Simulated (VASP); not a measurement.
# AlN (F-43m) in VASP: further runs

The runs below take AlN through single point, relaxation of cell and atoms, with r2SCAN.

Everything below comes from runs of VASP 6.6.1. Logs are shortened: lines on timing, memory, paths and dates and some standing lists are left out, and cuts for length are marked.

## 1. The cell of the first run

Symmetry: F-43m, No. 216, cubic system. The conventional cell has a = 4.384 Å, b = 4.384 Å, c = 4.384 Å, α = 90.00°, β = 90.00°, γ = 90.00°. Within 2.5 Å of Al (site symmetry -43m) lie 4 N at 1.90 Å. Within 2.5 Å of N (site symmetry -43m) lie 4 Al at 1.90 Å.

## 2. Single point, r2SCAN

POSCAR reads:

```
AlN
1.0
    0.0000000000      2.1918923046      2.1918923046
    2.1918923046      0.0000000000      2.1918923046
    2.1918923046      2.1918923046      0.0000000000
Al N
1 1
Direct
    0.0000000000      0.0000000000      0.0000000000
    0.7500000000      0.7500000000      0.7500000000
```

INCAR.step1 reads:

```
SYSTEM = AlN
ALGO = Normal
EDIFF = 1E-4
ENCUT = 520
GGA = PE
ISMEAR = 0
LASPH = .TRUE.
LCHARG = .FALSE.
LREAL = .FALSE.
LWAVE = .TRUE.
NBANDS = 11
NELM = 60
PREC = Accurate
SIGMA = 0.01
```

INCAR.step2 reads:

```
SYSTEM = AlN
ALGO = Normal
EDIFF = 1E-6
ENCUT = 520
ISIF = 2
ISMEAR = 0
ISTART = 1
LASPH = .TRUE.
LCHARG = .FALSE.
LMIXTAU = .TRUE.
LREAL = .FALSE.
LWAVE = .FALSE.
METAGGA = R2SCAN
NBANDS = 11
NELM = 60
PREC = Accurate
SIGMA = 0.01
```

KPOINTS reads:

```
k-points
0
G
  8 8 8
  0 0 0
```

Potentials or basis: VASP PAW PBE potentials, release 64 (Al, N).

Run with:

```bash
$ cat potpaw_PBE.64/Al/POTCAR potpaw_PBE.64/N/POTCAR > POTCAR
$ cp INCAR.step1 INCAR
$ mpirun -np 1 vasp_std > vasp.out
$ cp INCAR.step2 INCAR
$ mpirun -np 1 vasp_std > vasp.out
```

OUTCAR:

```text
SYSTEM = AlN
   EDIFF = 1E-6
   ENCUT = 520
   ISIF = 2
   ISMEAR = 0
   ISTART = 1
   LASPH = .TRUE.
   LREAL = .FALSE.
   METAGGA = R2SCAN
   NELM = 60
   PREC = Accurate

 ion  position               nearest neighbor table
   1  0.000  0.000  0.000-   2 1.90   2 1.90   2 1.90   2 1.90
   2  0.750  0.750  0.750-   1 1.90   1 1.90   1 1.90   1 1.90

  LATTYP: Found a face centered cubic cell.
 ALAT       =     4.3837846092

  Lattice vectors:

 A1 = (   0.0000000000,   2.1918923046,   2.1918923046)
 A2 = (   2.1918923046,   0.0000000000,   2.1918923046)
 A3 = (   2.1918923046,   2.1918923046,   0.0000000000)

Analysis of symmetry for initial positions (statically):
=====================================================================
 Subroutine PRICEL returns:
 Original cell was already a primitive cell.

 Routine SETGRP: Setting up the symmetry group for a
 face centered cubic supercell.

 Subroutine GETGRP returns: Found 24 space group operations
 (whereof 24 operations were pure point group operations)
 out of a pool of 48 trial point group operations.

The static configuration has the point symmetry T_d .

Analysis of symmetry for dynamics (positions and initial velocities):
=====================================================================
 Subroutine PRICEL returns:
 Original cell was already a primitive cell.

 Routine SETGRP: Setting up the symmetry group for a
 face centered cubic supercell.

 Subroutine GETGRP returns: Found 24 space group operations
 (whereof 24 operations were pure point group operations)
 out of a pool of 48 trial point group operations.

The dynamic configuration has the point symmetry T_d .

 Subroutine INISYM returns: Found 24 space group operations
 (whereof 24 operations are pure point group operations),
 and found     1 'primitive' translations

----------------------------------------------------------------------------------------

                                     Primitive cell

  volume of cell :      21.0614

  direct lattice vectors                    reciprocal lattice vectors
     0.000000000  2.191892305  2.191892305    -0.228113397  0.228113397  0.228113397
     2.191892305  0.000000000  2.191892305     0.228113397 -0.228113397  0.228113397
     2.191892305  2.191892305  0.000000000     0.228113397  0.228113397 -0.228113397

  length of vectors
     3.099803824  3.099803824  3.099803824     0.395103994  0.395103994  0.395103994

  position of ions in fractional coordinates (direct lattice)
     0.000000000  0.000000000  0.000000000
     0.750000000  0.750000000  0.750000000

  ion indices of the primitive-cell ions
   primitive index   ion index
                 1           1
                 2           2

----------------------------------------------------------------------------------------

 KPOINTS: k-points

Automatic generation of k-mesh.
 Grid dimensions read from file:
 generate k-points for:    8    8    8

 Generating k-lattice:

  Cartesian coordinates                     Fractional coordinates (reciprocal lattice)
    -0.028514175  0.028514175  0.028514175     0.125000000  0.000000000  0.000000000
     0.028514175 -0.028514175  0.028514175     0.000000000  0.125000000  0.000000000
     0.028514175  0.028514175 -0.028514175     0.000000000  0.000000000  0.125000000

  Length of vectors
     0.049387999  0.049387999  0.049387999

  Shift w.r.t. Gamma in fractional coordinates (k-lattice)
     0.000000000  0.000000000  0.000000000

 Subroutine IBZKPT returns following result:
 ===========================================

 Found     29 irreducible k-points:

 Following reciprocal coordinates:
            Coordinates               Weight
  0.000000  0.000000  0.000000      1.000000
  0.125000  0.000000  0.000000      8.000000
  0.250000  0.000000  0.000000      8.000000
  0.375000  0.000000  0.000000      8.000000
  0.500000  0.000000  0.000000      4.000000
  0.125000  0.125000  0.000000      6.000000
[... 16 lines left out ...]
  0.500000  0.250000  0.125000     48.000000
 -0.375000  0.250000  0.125000     24.000000
 [... further k-points ...]
   k-points           NKPTS =     29   k-points in BZ     NKDIM =     29   number of bands    NBANDS=     11
   number of dos      NEDOS =    301   number of ions     NIONS =      2
   total plane-waves  NPLWV =  13824
   dimension x,y,z NGX =    24 NGY =   24 NGZ =   24
   dimension x,y,z NGXF=    48 NGYF=   48 NGZF=   48
   ions per type =               1   1
   NGX,Y,Z   is equivalent  to a cutoff of  12.87, 12.87, 12.87 a.u.
   NGXF,Y,Z  is equivalent  to a cutoff of  25.74, 25.74, 25.74 a.u.
 SYSTEM =  AlN
   PREC   = accura    normal or accurate (medium, high low for compatibility)
   ISTART =      1    job   : 0-new  1-cont  2-samecut
   ICHARG =      0    charge: 1-file 2-atom 10-const
   ISPIN  =      1    spin polarized calculation?
   LNONCOLLINEAR =      F non collinear calculations
   LSORBIT =      F    spin-orbit coupling
   LASPH  =      T    aspherical Exc in radial PAW
   ENCUT  =  520.0 eV  38.22 Ry    6.18 a.u.   5.76  5.76  5.76*2*pi/ulx,y,z
   NELM   =     60;   NELMIN=  2; NELMDL=  0     # of ELM steps
   EDIFF  = 0.1E-05   stopping-criterion for ELM
   LREAL  =      F    real-space projection
   EDIFFG = 0.1E-04   stopping-criterion for IOM
   NSW    =      0    number of steps for IOM
   IBRION =     -1    ionic relax: 0-MD 1-quasi-New 2-CG
   NFREE  =      0    steps in history (QN), initial steepest desc. (CG)
   ISIF   =      2    stress and relaxation
   ISYM   =      2    0-nonsym 1-usesym 2-fastsym
   POTIM  = 0.5000    time-step for ionic-motion
   TEBEG  =    0.0;   TEEND  =   0.0 temperature during run
   PSTRESS=    0.0 pullay stress
   NELECT =       8.0000    total number of electrons
   NUPDOWN=      -1.0000    fix difference up-down
   EMIN   =  10.00;   EMAX   =-10.00  energy-range for DOS
   EFERMI =   0.00;   METHOD = LEGACY
   ISMEAR =     0;   SIGMA  =   0.01  broadening in eV -4-tet -1-fermi 0-gaus
   EFERMI_NEDOS =   21; number of points for ismear=-14 and -15
   IALGO  =     38    algorithm
   IMIX   =      4    mixing-type and parameters
     AMIX     =   0.40;   BMIX     =  1.00
     AMIX_MAG =   1.60;   BMIX_MAG =  1.00
  volume/ion in A,a.u.               =      10.53        71.06
  Fermi-wavevector in a.u.,A,eV,Ry     =   1.185611  2.240480 19.125354  1.405674
  Thomas-Fermi vector in A             =   2.321801
   LORBIT       =      0    0 simple, 1 ext, 2 COOP (PROOUT), +10 PAW based schemes
   METAGGA = R2SCAN    functional components
   LHFCALC =     F    Hartree Fock is set to
   AEXX    =    0.0000 exact exchange contribution
   IVDW    =     0    specifies the selected vdW correction
   LEPSILON=     F    determine dielectric tensor
   LRPA    =     F    only Hartree local field effects (RPA)
 non-spin polarized calculation
 Gauss-broadening in eV      SIGMA  =   0.01
  energy-cutoff  :      520.00
  volume of cell :       21.06
 maximum number of plane-waves:       588
   NGX = 11   NGY = 11   NGZ = 11

 number of electron       8.0000000 magnetization

 Free energy of the ion-electron system (eV)
  ---------------------------------------------------
  ext. energy  EPLUGINS =         0.00000000
  ---------------------------------------------------
  free energy    TOTEN  =       -19.17809449 eV

  energy without entropy =      -19.17809449  energy(sigma->0) =      -19.17809449

 E-fermi :   5.7068     XC(G=0): -11.3695

 val. band max:        5.5927667307   @ k =   0.0000   0.0000   0.0000
 cond. band min:       9.5187597326   @ k =   0.5000   0.5000   0.0000
 fundamental gap:      3.9259930019
 Fermi energy:         5.7067773825

 k-point     1 :       0.0000    0.0000    0.0000
  band No.  band energies     occupation
      1     -10.0863      2.00000
      2       5.5928      2.00000
      3       5.5928      2.00000
      4       5.5928      2.00000
      5      10.3841      0.00000
      6      19.0028      0.00000
      7      19.0028      0.00000
      8      19.0028      0.00000
      9      24.0373      0.00000
     10      24.0373      0.00000
     11      25.7258      0.00000

 k-point     2 :       0.1250    0.0000    0.0000
  band No.  band energies     occupation
      1      -9.8619      2.00000
      2       4.4241      2.00000
      3       5.5137      2.00000
      4       5.5137      2.00000
      5      11.3332      0.00000
      6      18.4436      0.00000
      7      19.1802      0.00000
      8      19.1802      0.00000
      9      22.5357      0.00000
     10      22.5357      0.00000
     11      24.6621      0.00000

 k-point     3 :       0.2500    0.0000    0.0000
  band No.  band energies     occupation
      1      -9.2503      2.00000
      2       2.3263      2.00000
      3       5.3351      2.00000
      4       5.3351      2.00000
      5      12.7143      0.00000
      6      17.4409      0.00000
      7      18.7150      0.00000
      8      18.7150      0.00000
      9      22.7397      0.00000
     10      22.7397      0.00000
     11      23.8654      0.00000

 k-point     4 :       0.3750    0.0000    0.0000
  band No.  band energies     occupation
      1      -8.4910      2.00000
      2       0.5041      2.00000
      3       5.1716      2.00000
      4       5.1716      2.00000
      5      13.4876      0.00000
      6      16.6521      0.00000
      7      17.8204      0.00000
      8      17.8204      0.00000
      9      24.2355      0.00000
     10      24.9118      0.00000
     11      24.9118      0.00000
[... 239 lines left out ...]
 k-point    22 :       0.3750    0.2500    0.1250
  band No.  band energies     occupation
      1      -8.7614      2.00000
      2       2.0176      2.00000
      3       4.1128      2.00000
      4       4.9886      2.00000
      5      13.0832      0.00000
      6      16.8970      0.00000
      7      17.2947      0.00000
      8      19.7265      0.00000
      9      21.1734      0.00000
     10      25.7359      0.00000
     11      28.2534      0.00000

 k-point    23 :       0.5000    0.2500    0.1250
  band No.  band energies     occupation
      1      -8.1106      2.00000
      2       0.9675      2.00000
      3       3.5217      2.00000
      4       4.6626      2.00000
      5      13.3351      0.00000
      6      16.0075      0.00000
      7      18.0097      0.00000
      8      19.3088      0.00000
      9      22.6188      0.00000
     10      26.3592      0.00000
     11      28.4787      0.00000

 k-point    24 :      -0.3750    0.2500    0.1250
  band No.  band energies     occupation
      1      -7.7937      2.00000
      2       0.4623      2.00000
      3       3.3674      2.00000
      4       4.4763      2.00000
      5      13.3965      0.00000
      6      15.6141      0.00000
      7      18.6755      0.00000
      8      19.1179      0.00000
      9      23.7928      0.00000
     10      25.4192      0.00000
     11      28.8248      0.00000

 [... further k-points ...]

------------------------ aborting loop because EDIFF is reached ----------------------------------------

  FORCE on cell =-STRESS in cart. coord.  units (eV):
  Direction    XX          YY          ZZ          XY          YZ          ZX
  --------------------------------------------------------------------------------------
  -------------------------------------------------------------------------------------
  Total       -0.3125383     -0.3125383     -0.3125383      0.0000000      0.0000000      0.0000000
  in kB      -23.7753097    -23.7753097    -23.7753097      0.0000000      0.0000000      0.0000000
  external PRESSURE =     -23.7753097 kB  Pullay stress =       0.0000000 kB

 VOLUME and BASIS-vectors are now :
 -----------------------------------------------------------------------------
  energy-cutoff  :      520.00
  volume of cell :       21.06
      direct lattice vectors                 reciprocal lattice vectors
     0.000000000  2.191892305  2.191892305    -0.228113397  0.228113397  0.228113397
     2.191892305  0.000000000  2.191892305     0.228113397 -0.228113397  0.228113397
     2.191892305  2.191892305  0.000000000     0.228113397  0.228113397 -0.228113397

 POSITION                                       TOTAL-FORCE (eV/Angst)
 -----------------------------------------------------------------------------------
      0.00000      0.00000      0.00000         0.000000      0.000000      0.000000
      3.28784      3.28784      3.28784        -0.000000     -0.000000     -0.000000
 -----------------------------------------------------------------------------------
    total drift:                               -0.000000     -0.000000      0.000000

  FREE ENERGIE OF THE ION-ELECTRON SYSTEM (eV)
  ---------------------------------------------------
  free  energy   TOTEN  =       -19.1780944855 eV

  energy  without entropy=      -19.1780944855  energy(sigma->0) =      -19.17809449
```

It took 62 s on 1 thread of AMD EPYC 7R43 (Zen 3), shared host; peak memory 0.1 GiB.

What came out:

| Item | Value |
| --- | --- |
| Free energy | -19.1781 eV |
| Pressure | -2.4 GPa |
| Band gap on the k mesh | 3.93 eV, indirect (least direct gap 4.79 eV) |

Caveat: the PAW data sets were made with another functional, which shifts forces and pressure a little.

## 3. Relaxation of cell and atoms, r2SCAN, target pressure -2 GPa, at which the enthalpy is minimised

This run uses another cell than the first one, of 10.42 Å³/atom, 0.989 times its volume.

POSCAR reads:

```
AlN
1.0
    0.0000000000      2.1839940000      2.1839940000
    2.1839940000      0.0000000000      2.1839940000
    2.1839940000      2.1839940000      0.0000000000
Al N
1 1
Direct
    0.0000000000      0.0000000000      0.0000000000
    0.7500000000      0.7500000000      0.7500000000
```

INCAR.step1 reads:

```
ALGO = Normal ; EDIFF = 1E-4
ENCUT = 600 ; GGA = PE
ISMEAR = 0 ; LASPH = T
LCHARG = F ; LREAL = F
LWAVE = T ; NELM = 100
PREC = Accurate ; SIGMA = 0.01
```

INCAR.step2 reads:

```
ALGO = Normal ; EDIFF = 1E-7
EDIFFG = -0.01 ; ENCUT = 600
IBRION = 2 ; ISIF = 3
ISMEAR = 0 ; ISTART = 1
LASPH = T ; LCHARG = F
LMIXTAU = T ; LREAL = F
LWAVE = F ; METAGGA = R2SCAN
NELM = 100 ; NSW = 80
PREC = Accurate ; PSTRESS = -20.0
SIGMA = 0.01
```

KPOINTS reads:

```
k-points
0
Gamma
  8 8 8
```

Potentials or basis: VASP PAW PBE potentials, release 64 (Al, N).

Run with:

```bash
$ cat potpaw_PBE.64/Al/POTCAR potpaw_PBE.64/N/POTCAR > POTCAR
$ cp INCAR.step1 INCAR
$ mpirun -np 1 vasp_std > vasp.out
$ cp INCAR.step2 INCAR
$ mpirun -np 1 vasp_std > vasp.out
```

Wall time 3.3 min (1 thread of AMD EPYC 7R43 (Zen 3), shared host); peak memory 0.12 GiB.

The run converged. Its results:

- Free energy: -19.1783 eV
- Relaxed volume: 10.52 Å³/atom
- Relaxed cell: a = 3.098 Å, b = 3.098 Å, c = 3.098 Å, α = 60.00°, β = 60.00°, γ = 60.00°
- Space group after relaxing (to 0.05 Å): F-43m (No. 216)
- Energy change on relaxing (the enthalpy is what falls): +0.6 meV/atom
- Ionic steps: 3
- Pressure after relaxing: -2.1 GPa
- Band gap on the k mesh: 3.93 eV, indirect (least direct gap 4.80 eV)

Step by step:
| step | energy change (eV) | largest force (eV/Å) | pressure (GPa) | volume (Å³) |
| --- | --- | --- | --- | --- |
| 1 | 0.0000 | 0.0000 | -0.07 | 20.83 |
| 2 | 0.0045 | 0.0000 | -3.77 | 21.21 |
| 3 | 0.0013 | 0.0000 | -2.05 | 21.03 |

Final structure:
```cif
data_structure
_symmetry_space_group_name_H-M 'P 1'
_symmetry_Int_Tables_number 1
_cell_length_a 3.0984
_cell_length_b 3.0984
_cell_length_c 3.0984
_cell_angle_alpha 60.000
_cell_angle_beta 60.000
_cell_angle_gamma 60.000
_cell_volume 21.03
loop_
_atom_site_label
_atom_site_type_symbol
_atom_site_fract_x
_atom_site_fract_y
_atom_site_fract_z
_atom_site_occupancy
Al1 Al 0.00000 0.00000 0.00000 1
N1 N 0.75000 0.75000 0.75000 1
```

Levels at points of the mesh, in eV from the valence-band top:
| k point | band 1 | band 2 | band 3 | band 4 | band 5 | band 6 | band 7 | band 8 |
| --- | --- | --- | --- | --- | --- | --- | --- | --- |
| (0.00, 0.00, 0.00) | -15.69 | 0.00 | 0.00 | 0.00 | 4.80 | 13.42 | 13.42 | 13.42 |
| (0.50, 0.00, 0.00) | -13.70 | -5.86 | -0.48 | -0.48 | 8.12 | 10.75 | 11.88 | 11.88 |
| (0.50, 0.50, 0.00) | -13.08 | -4.92 | -1.80 | -1.80 | 3.93 | 9.42 | 15.06 | 16.83 |

Caveat: the cell is relaxed towards a set pressure, so the enthalpy falls and the energy may rise; the PAW data sets were made with another functional, which shifts forces and pressure a little. A k mesh can miss the band edges.

## 4. Relaxation of cell and atoms, r2SCAN

This run uses another cell than the first one, of 10.42 Å³/atom, 0.989 times its volume.

POSCAR is that of step 3.

INCAR.step1 reads:

```
SYSTEM = AlN
PREC = Accurate ; ENCUT = 600
ISMEAR = 0 ; SIGMA = 0.01
LREAL = .False. ; LASPH = .True.
NELM = 100 ; GGA = PE
ALGO = Normal ; EDIFF = 1E-4
LWAVE = .True. ; LCHARG = .False.
```

INCAR.step2 reads:

```
SYSTEM = AlN
PREC = Accurate ; ENCUT = 600
EDIFF = 1E-6 ; ISMEAR = 0
SIGMA = 0.01 ; LREAL = .False.
LASPH = .True. ; NELM = 100
ALGO = Normal ; ISIF = 3
LWAVE = .False. ; LCHARG = .False.
METAGGA = R2SCAN ; LMIXTAU = .True.
IBRION = 2 ; NSW = 80
EDIFFG = -0.01 ; ISTART = 1
```

KPOINTS reads:

```
Automatic mesh
0
Gamma
  8 8 8
  0 0 0
```

Run with:

```bash
$ cat potpaw_PBE.64/Al/POTCAR potpaw_PBE.64/N/POTCAR > POTCAR
$ cp INCAR.step1 INCAR
$ mpirun -np 1 vasp_std > vasp.out
$ cp INCAR.step2 INCAR
$ mpirun -np 1 vasp_std > vasp.out
```

It took 71 s on 1 thread of AMD EPYC 7R43 (Zen 3), shared host; peak memory 0.12 GiB.

Results (log left out):

- Free energy: -19.1796 eV
- Pressure after relaxing: -0.1 GPa
- Band gap on the k mesh: 3.93 eV, indirect (least direct gap 4.89 eV)

Final structure:
```yaml
crystal:
  lattice:
    - [0.00000, 2.18399, 2.18399]
    - [2.18399, 0.00000, 2.18399]
    - [2.18399, 2.18399, 0.00000]
  atoms:
    - { symbol: Al, position: [0.00000, 0.00000, 0.00000] }
    - { symbol: N, position: [0.75000, 0.75000, 0.75000] }
```

Levels at points of the mesh, in eV from the valence-band top:
| k point | band 2 | band 3 | band 4 | band 5 | band 6 | band 7 |
| --- | --- | --- | --- | --- | --- | --- |
| (0.00, 0.00, 0.00) | 0.00 | 0.00 | 0.00 | 4.89 | 13.52 | 13.52 |
| (0.50, 0.00, 0.00) | -5.90 | -0.49 | -0.49 | 8.21 | 10.82 | 11.94 |
| (0.50, 0.50, 0.00) | -4.95 | -1.81 | -1.81 | 3.93 | 9.48 | 15.20 |

Caveat: the relaxation stopped at its first step, so nothing moved; the PAW data sets were made with another functional, which shifts forces and pressure a little. A k mesh can miss the band edges.

## 5. The runs side by side

```tsv
task	cell	cutoff (eV)	gap on the mesh (eV)	pressure (GPa)
single point	a = 3.100 Å, angles 60.0°, 2 atoms	520	3.93	-2.4
relaxation of cell and atoms	relaxed to -2 GPa from a = 3.089 Å, angles 60.0°, 2 atoms	600	3.93	-2.1
relaxation of cell and atoms	relaxed from a = 3.089 Å, angles 60.0°, 2 atoms	600	3.93	-0.1
```

Alike in all rows: level r2SCAN; potentials or basis VASP PAW PBE potentials, release 64 (Al, N); no spin polarisation; k mesh 8 × 8 × 8; smearing gaussian 0.01 eV.

Caveats: the PAW data sets were made with another functional, which shifts forces and pressure a little; the cell is relaxed towards a set pressure, so the enthalpy falls and the energy may rise (some runs); the relaxation stopped at its first step, so nothing moved (some runs).

Absolute energies hang on the potentials; compare differences alone.
